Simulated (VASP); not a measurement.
Input of a VASP 6.6.1 run:

Contents of INCAR:

```
SYSTEM = Ca2Se
PREC = Accurate ; ENCUT = 520
EDIFF = 1E-6 ; ISMEAR = 0
SIGMA = 0.1 ; LREAL = .False.
LASPH = .True. ; NELM = 60
ALGO = Normal ; ISIF = 2
LWAVE = .False. ; LCHARG = .True.
GGA = PE ; LELF = .True.
LVHAR = .True. ; NBANDS = 20
```

File KPOINTS:

```
Automatic mesh
0
Gamma
  6 6 4
  0 0 0
```

File POSCAR:

```
Ca2Se
1.0
    4.0829698941     -0.0000000033      0.0000000000
   -2.0414849442      3.5359556529      0.0000000000
    0.0000000000      0.0000000000      6.8303909816
Ca Se
2 1
Direct
    0.6666666667      0.3333333333      0.7407513498
    0.3333333333      0.6666666667      0.2592486502
    0.0000000000      0.0000000000      0.0000000000
```

Potentials or basis: VASP PAW PBE potentials, release 64 (Ca_sv, Se).

Run with:

```sh
$ cat potpaw_PBE.64/Ca_sv/POTCAR potpaw_PBE.64/Se/POTCAR > POTCAR
$ mpirun -np 1 vasp_std > vasp.out
```

(1) Predict the largest force.

(2) Predict the band gap on the k mesh.

(3) What does it give for the pressure?

## Answers

(1) 0.042 eV/Å.

(2) zero (band 13 reaches 3.53 eV, above the bottom of band 14 at 3.11 eV).

(3) 0.3 GPa.
